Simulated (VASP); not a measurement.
Write the native input for VASP 6.6.1 that does the following.

| Quantity | Value |
| --- | --- |
| Task | single point |
| Functional | PBEsol |
| Potentials or basis | VASP PAW PBE potentials, release 64 (Zr_sv, O) |
| Cutoff | 520 eV |
| k mesh | 4 × 4 × 1, shifted |
| Occupations | fermi-dirac, width 0.0776 eV |
| Spin | no spin polarisation |
| Dipole correction | no |
| Further INCAR settings | LREAL = Auto; ALGO = Normal; EDIFF = 1e-06; NBANDS = 83 |

The structure of Zr6O11 lies in POSCAR:

```
Zr6O11
1.0
    3.5963467413      0.0000000000      0.0000000000
    0.0000000000      3.6085373850      0.0000000000
    0.0000000000      0.0000000000     15.5612349331
Zr O
6 11
Direct
   -0.0115647914      0.5404632936      0.1012602153
   -0.0213750246      0.5677724190      0.4278783804
    0.0358855831      0.4437077489      0.7537454483
    0.5122670678      0.0266656514      0.2576879031
    0.5115037932      0.0486330004      0.5892450078
    0.5248159134     -0.0994233845      0.9320821941
    0.1846821366      0.0658344295      0.1429835749
    0.0364884171     -0.0108013291      0.6558523179
    0.0257541908      0.0810937975      0.4939116357
   -0.0470897308     -0.0508771229      0.8204232540
   -0.0108799298     -0.0290743836      0.3200837865
    0.5179469984      0.4589693339      0.6937043908
    0.5076234666      0.5200652785      0.0292779463
    0.7290918225      0.5234439327      0.2090435633
    0.4997810638      0.5946245725      0.3664685370
    0.4853542012      0.5189842311      0.5179365927
    0.4754002111      0.4238365401      0.8638874779
```

This cell differs from its parent crystal: dynamics (nvt langevin) at 900 K, volume x 1.02, from the last frame before.

The input as run:

INCAR

```
ALGO = Normal
EDIFF = 1E-6
ENCUT = 520
GGA = PS
ISIF = 2
ISMEAR = -1
LASPH = True
LCHARG = False
LREAL = Auto
LWAVE = False
NBANDS = 83
NELM = 80
PREC = Accurate
SIGMA = 0.0776
```

KPOINTS

```
Automatic mesh
0
Gamma
  4 4 1
  0.5 0.5 0
```

Potentials or basis: VASP PAW PBE potentials, release 64 (Zr_sv, O).

Command:

```console
$ cat potpaw_PBE.64/Zr_sv/POTCAR potpaw_PBE.64/O/POTCAR > POTCAR
$ mpirun -np 1 vasp_std > vasp.out
```

Results of the run:

```
Pressure               : 4.2 GPa
Largest force          : 4.476 eV/Å
Band gap on the k mesh : 0.09 eV (least direct gap 0.34 eV)
```

Caveat: the k points lie up to 0.44 Å⁻¹ apart; the atoms stand as in a frame of molecular dynamics; the PAW data sets were made with another functional, which shifts forces and pressure a little; a shifted mesh leaves out Γ, where band edges can lie.

Wall time 2.5 min on 1 thread of Intel(R) Xeon(R) 6975P-C (Granite Rapids), with other jobs on the host, peak memory 0.33 GiB.
